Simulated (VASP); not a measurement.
# WI2F2 in VASP: single point with PBEsol

Aim: the single point of WI2F2 with PBEsol.

Program: VASP 6.6.1. These are calculated values, not measurements. Logs are shortened: lines on timing, memory, paths and dates and some standing lists are left out, and cuts for length are marked.

## Step 1: The cell of the first run

The typed cell holds 5 atoms: a = 4.038 Å, b = 4.037 Å, c = 8.679 Å, α = 76.55°, β = 76.55°, γ = 90.00°.

## Step 2: Single point, PBEsol, non-collinear spin, typed start, spin-orbit coupling

Input file INCAR:

```
SYSTEM = WI2F2
PREC = Accurate ; ENCUT = 520
EDIFF = 1E-7 ; ISMEAR = -1
SIGMA = 0.1 ; LREAL = .False.
LASPH = .True. ; NELM = 150
ALGO = Normal ; ISIF = 2
LWAVE = .False. ; LCHARG = .False.
MAGMOM = -0.376 0.893 -0.245 0 0 0 0 0 0 0 0 0 0 0 0 ; LORBIT = 11
LSORBIT = .True. ; GGA_COMPAT = .False.
LORBMOM = .True. ; LMAXMIX = 4
GGA = PS ; NBANDS = 57
KPAR = 4
```

Input file KPOINTS:

```
regular mesh
0
Gamma
  5 5 5
  0 0 0
```

Input file POSCAR:

```
WI2F2
1.0
   -0.0000000937      4.0381956136      0.0000003769
    4.0373504448     -0.0000000899      0.0000003437
    2.0186744133      2.0190964564     -8.1960079409
W I F
1 2 2
Direct
    0.0000000000      0.0000000000      0.0000000000
    0.1616993406      0.1616991733      0.6766013887
    0.8383006594      0.8383008267      0.3233986113
    0.5000000000      0.0000000000      0.0000000000
    0.0000000000      0.5000000000      0.0000000000
```

Potentials or basis: VASP PAW PBE potentials, release 64 (W_sv, I, F).

Started as:

```console
> cat potpaw_PBE.64/W_sv/POTCAR potpaw_PBE.64/I/POTCAR potpaw_PBE.64/F/POTCAR > POTCAR
> mpirun -np 4 vasp_ncl > vasp.out
```

OUTCAR:

```text
SYSTEM = WI2F2
   PREC = Accurate
   ENCUT = 520
   EDIFF = 1E-7
   ISMEAR = -1
   LREAL = .False.
   LASPH = .True.
   NELM = 150
   ISIF = 2
   LORBIT = 11
   LSORBIT = .True.
   GGA = PS

 ion  position               nearest neighbor table
   1  0.000  0.000  0.000-   5 2.02   5 2.02   4 2.02   4 2.02   2 2.65   3 2.65
   2  0.162  0.162  0.677-   1 2.65
   3  0.838  0.838  0.323-   1 2.65
   4  0.500  0.000  0.000-   1 2.02   1 2.02
   5  0.000  0.500  0.000-   1 2.02   1 2.02

  LATTYP: Found a body centered orthorhombic cell.
 ALAT       =     4.0373504448
 B/A-ratio  =     1.0002093375
 C/A-ratio  =     4.0600925846

  Lattice vectors:

 A1 = (  -2.0186745070,   2.0190991572,   8.1960083178)
 A2 = (   2.0186760315,  -2.0190965463,   8.1960082846)
 A3 = (   2.0186744133,   2.0190964564,  -8.1960079409)

Analysis of symmetry for initial positions (statically):
=====================================================================
 Subroutine PRICEL returns:
 Original cell was already a primitive cell.

 Routine SETGRP: Setting up the symmetry group for a
 body centered orthorhombic supercell.

 Subroutine GETGRP returns: Found  8 space group operations
 (whereof  8 operations were pure point group operations)
 out of a pool of  8 trial point group operations.

The static configuration has the point symmetry D_2h.

Analysis of symmetry for dynamics (positions and initial velocities):
=====================================================================
 Subroutine PRICEL returns:
 Original cell was already a primitive cell.

 Routine SETGRP: Setting up the symmetry group for a
 body centered orthorhombic supercell.

 Subroutine GETGRP returns: Found  8 space group operations
 (whereof  8 operations were pure point group operations)
 out of a pool of  8 trial point group operations.

The dynamic configuration has the point symmetry D_2h.

Analysis of structural, dynamic, and magnetic symmetry:
=====================================================================
 Subroutine PRICEL returns:
 Original cell was already a primitive cell.

 Routine SETGRP: Setting up the symmetry group for a
 body centered orthorhombic supercell.

 Subroutine GETGRP returns: Found  2 space group operations
 (whereof  2 operations were pure point group operations)
 out of a pool of  8 trial point group operations.

The overall configuration has the point symmetry S_2 .

 Subroutine INISYM returns: Found  2 space group operations
 (whereof  2 operations are pure point group operations),
 and found     1 'primitive' translations

----------------------------------------------------------------------------------------

                                     Primitive cell

  volume of cell :     133.6245

  direct lattice vectors                    reciprocal lattice vectors
    -0.000000094  4.038195614  0.000000377     0.000000000  0.247635348  0.061005267
     4.037350445 -0.000000090  0.000000344     0.247687188  0.000000000  0.061005284
     2.018674413  2.019096456 -8.196007941     0.000000010  0.000000011 -0.122010613

  length of vectors
     4.038195614  4.037350445  8.679075011     0.255039033  0.255089372  0.122010613

  position of ions in fractional coordinates (direct lattice)
     0.000000000  0.000000000  0.000000000
     0.161699341  0.161699173  0.676601389
     0.838300659  0.838300827  0.323398611
     0.500000000  0.000000000  1.000000000
     0.000000000  0.500000000  1.000000000

  ion indices of the primitive-cell ions
   primitive index   ion index
                 1           1
                 2           2
                 3           3
                 4           4
                 5           5

----------------------------------------------------------------------------------------

[... 117 lines left out ...]

 E-fermi :   3.4263     XC(G=0):  -8.6954

 val. band max:        3.4192797146   @ k =   0.4000  -0.2000   0.2000
 cond. band min:       3.4279075230   @ k =  -0.2000  -0.4000  -0.2000
 fundamental gap:      0.0086278083
 Fermi energy:         3.4262971009

 k-point     1 :       0.0000    0.0000    0.0000
  band No.  band energies     occupation
      1     -72.4512      1.00000
      2     -71.9380      1.00000
      3     -42.4341      1.00000
      4     -42.2115      1.00000
      5     -33.9715      1.00000
      6     -33.8460      1.00000
[... 1357 lines left out ...]
     53       9.4372      0.00000
     54       9.5401      0.00000

 [... further k-points ...]

 [bands above 54 left out]

------------------------ aborting loop because EDIFF is reached ----------------------------------------

  FORCE on cell =-STRESS in cart. coord.  units (eV):
  Direction    XX          YY          ZZ          XY          YZ          ZX
  --------------------------------------------------------------------------------------
  -------------------------------------------------------------------------------------
  Total        0.2683882      0.2373816      0.0934468      0.0039136     -0.0007041     -0.0007074
  in kB        3.2180127      2.8462394      1.1204411      0.0469252     -0.0084423     -0.0084823
  external PRESSURE =       2.3948977 kB  Pullay stress =       0.0000000 kB

 VOLUME and BASIS-vectors are now :
 -----------------------------------------------------------------------------
  energy-cutoff  :      520.00
  volume of cell :      133.62
      direct lattice vectors                 reciprocal lattice vectors
    -0.000000094  4.038195614  0.000000377     0.000000000  0.247635348  0.061005267
     4.037350445 -0.000000090  0.000000344     0.247687188  0.000000000  0.061005284
     2.018674413  2.019096456 -8.196007941     0.000000010  0.000000011 -0.122010613

 POSITION                                       TOTAL-FORCE (eV/Angst)
 -----------------------------------------------------------------------------------
      0.00000      0.00000      0.00000         0.000000     -0.000000      0.000000
      2.01867      2.01910     -5.54543        -0.000057     -0.000051      0.046761
      4.03735      4.03819     -2.65058         0.000057      0.000051     -0.046761
     -0.00000      2.01910      0.00000         0.000000     -0.000000      0.000000
      2.01868     -0.00000      0.00000         0.000000      0.000000      0.000000
 -----------------------------------------------------------------------------------
    total drift:                               -0.000000      0.000000      0.000000

  FREE ENERGIE OF THE ION-ELECTRON SYSTEM (eV)
  ---------------------------------------------------
  free  energy   TOTEN  =       -27.3904882637 eV

  energy  without entropy=      -27.2585844984  energy(sigma->0) =      -27.32453638

 orbital moment (x)

 # of ion     p       d       tot
 ----------------------------------------
  1         0.000   0.078   0.079
  2        -0.002   0.000  -0.002
  3        -0.002   0.000  -0.002
  4        -0.002   0.000  -0.002
  5         0.007   0.000   0.007
 ----------------------------------------
            0.001   0.078   0.080

 orbital moment (y)

 # of ion     p       d       tot
 ----------------------------------------
  1        -0.001  -0.186  -0.187
  2         0.004  -0.000   0.004
  3         0.004  -0.000   0.004
  4        -0.016   0.000  -0.016
  5         0.005   0.000   0.005
 ----------------------------------------
           -0.003  -0.187  -0.189

 orbital moment (z)

 # of ion     p       d       tot
 ----------------------------------------
  1        -0.000  -0.000  -0.000
  2        -0.000  -0.000  -0.000
  3        -0.000  -0.000  -0.000
  4         0.000   0.000   0.000
  5         0.000   0.000   0.000
 ----------------------------------------
           -0.000  -0.000  -0.000

 Spin-Orbit-Coupling matrix elements

 Ion:    1  E_soc:     -1.7079138
 l=   1
     0.0000000    -0.2229855    -0.2171874
    -0.2229855     0.0000000    -0.2229532
    -0.2171874    -0.2229532     0.0000000
 l=   2
     0.0000000    -0.0231393     0.0000000    -0.0233662    -0.0411025
    -0.0231393     0.0000000    -0.0294700    -0.0276565    -0.0080113
     0.0000000    -0.0294700     0.0000000    -0.0296945     0.0000000
    -0.0233662    -0.0276565    -0.0296945     0.0000000    -0.0083904
    -0.0411025    -0.0080113     0.0000000    -0.0083904     0.0000000
 l=   3
     0.0000000     0.0000000     0.0000000     0.0000000     0.0000000     0.0000000     0.0000000
     0.0000000     0.0000000     0.0000000     0.0000000     0.0000000     0.0000000     0.0000000
     0.0000000     0.0000000     0.0000000     0.0000000     0.0000000     0.0000000     0.0000000
     0.0000000     0.0000000     0.0000000     0.0000000     0.0000000     0.0000000     0.0000000
[... 69 lines left out ...]
 l=   2
     0.0000000     0.0000000     0.0000000     0.0000000     0.0000000
     0.0000000     0.0000000     0.0000000     0.0000000     0.0000000
     0.0000000     0.0000000     0.0000000     0.0000000     0.0000000
     0.0000000     0.0000000     0.0000000     0.0000000     0.0000000
     0.0000000     0.0000000     0.0000000     0.0000000     0.0000000
 l=   3
     0.0000000     0.0000000     0.0000000     0.0000000     0.0000000     0.0000000     0.0000000
     0.0000000     0.0000000     0.0000000     0.0000000     0.0000000     0.0000000     0.0000000
     0.0000000     0.0000000     0.0000000     0.0000000     0.0000000     0.0000000     0.0000000
     0.0000000     0.0000000     0.0000000     0.0000000     0.0000000     0.0000000     0.0000000
     0.0000000     0.0000000     0.0000000     0.0000000     0.0000000     0.0000000     0.0000000
     0.0000000     0.0000000     0.0000000     0.0000000     0.0000000     0.0000000     0.0000000
     0.0000000     0.0000000     0.0000000     0.0000000     0.0000000     0.0000000     0.0000000

 total charge

# of ion       s       p       d       tot
------------------------------------------
    1        2.275   6.261   3.230  11.766
    2        1.515   2.753   0.024   4.292
    3        1.515   2.753   0.024   4.292
    4        1.731   4.361   0.000   6.092
    5        1.731   4.361   0.000   6.092
--------------------------------------------------
tot          8.767  20.488   3.278  32.533

 magnetization (x)

# of ion       s       p       d       tot
------------------------------------------
    1       -0.004  -0.003  -0.403  -0.411
    2       -0.001  -0.011  -0.002  -0.013
    3       -0.001  -0.011  -0.002  -0.013
    4        0.000  -0.012   0.000  -0.012
    5        0.000  -0.013   0.000  -0.013
--------------------------------------------------
tot         -0.005  -0.050  -0.407  -0.462

 magnetization (y)

# of ion       s       p       d       tot
------------------------------------------
    1        0.010   0.008   0.955   0.973
    2        0.001   0.025   0.004   0.031
    3        0.001   0.025   0.004   0.031
    4       -0.001   0.029   0.000   0.029
    5       -0.000   0.030   0.000   0.029
--------------------------------------------------
tot          0.012   0.117   0.963   1.093

 magnetization (z)

# of ion       s       p       d       tot
------------------------------------------
    1        0.000   0.000   0.000   0.000
    2        0.000   0.000   0.000   0.000
    3        0.000   0.000   0.000   0.000
    4       -0.000   0.000   0.000   0.000
    5        0.000   0.000   0.000   0.000
--------------------------------------------------
tot          0.000   0.000   0.000   0.000
```

Run time: 14 min. Hardware: 4 MPI ranks of Intel Xeon Platinum 8259CL at 2.50GHz (Skylake/Cascade Lake), shared host; peak memory 1 GiB.

Results:

```yaml
Free_energy: -27.3905 eV
Pressure: 0.2 GPa
Largest_force: 0.047 eV/Å
Net_moment: 1.43 μB per cell
Valence_electrons_inside_the_program's_atomic_spheres: W 11.77; I 4.29; F 6.09
```

Forces on the atoms (eV/Å):
```
W    0.000  0.000  0.000
I    0.000  0.000  0.047
I    0.000  0.000 -0.047
F    0.000  0.000  0.000
F    0.000  0.000  0.000
```

Moments on the atoms (μB; x, y, z):
```
W   -0.41  0.97  0.00
I   -0.01  0.03  0.00
I   -0.01  0.03  0.00
F   -0.01  0.03  0.00
F   -0.01  0.03  0.00
```

Caveat: the PAW data sets were made with another functional, which shifts forces and pressure a little.
